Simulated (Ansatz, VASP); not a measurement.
# Sn3Te2O: VASP beside Ansatz

```
CELL_PARAMETERS angstrom
4.40987 0.00000 0.00000
0.00000 4.40987 0.00000
0.00000 0.00000 19.19231
ATOMIC_POSITIONS crystal
Sn 0.50000 0.00000 0.40560
Sn 0.00000 0.50000 0.59440
Sn 0.00000 0.50000 0.25563
Sn 0.00000 0.50000 0.95249
Sn 0.50000 0.00000 0.04751
Sn 0.50000 0.00000 0.74437
Te 0.00000 0.50000 0.41292
Te 0.50000 0.00000 0.58708
Te 0.50000 0.00000 0.24510
Te 0.00000 0.50000 0.75490
O 0.50000 0.50000 0.00000
O 0.00000 0.00000 0.00000
```

Alike in both runs: functional PBE; k mesh 3 × 3 × 1; occupations gaussian, width 0.15 eV; no spin polarisation.

Ansatz relaxed the structure, and its values are those at the end. VASP's run is a single point on that final structure, the one shown.

|  | VASP | Ansatz |
| --- | --- | --- |
| version | VASP 6.6.1 | Ansatz 0.2.0 |
| potentials or method | VASP PAW PBE potentials, release 64 (Sn_d, Te, O), cutoff 520 eV | scalar-relativistic, plane waves, PAW |
| valence electrons in the cell | 120 | 160 |

|  | VASP | Ansatz | Ansatz less VASP |
| --- | --- | --- | --- |
| gap on the k mesh at the Fermi level (eV) | 0.76 | 0.76 | +0.005 |
| least direct gap on the mesh (eV) | 0.76 | 0.76 | +0.005 |
| pressure (GPa) | 0.2 | 0.2 | -0.01 |
| rms of the force components (eV/Å) | 0.017 | 0.010 | -0.0071 |

VASP's potentials hold 120 valence electrons a cell and Ansatz's 160, so a difference there can come from the potentials and not from the codes.

The k mesh is coarse, so the values compare programs but aren't converged. Neither program's run includes spin-orbit coupling.
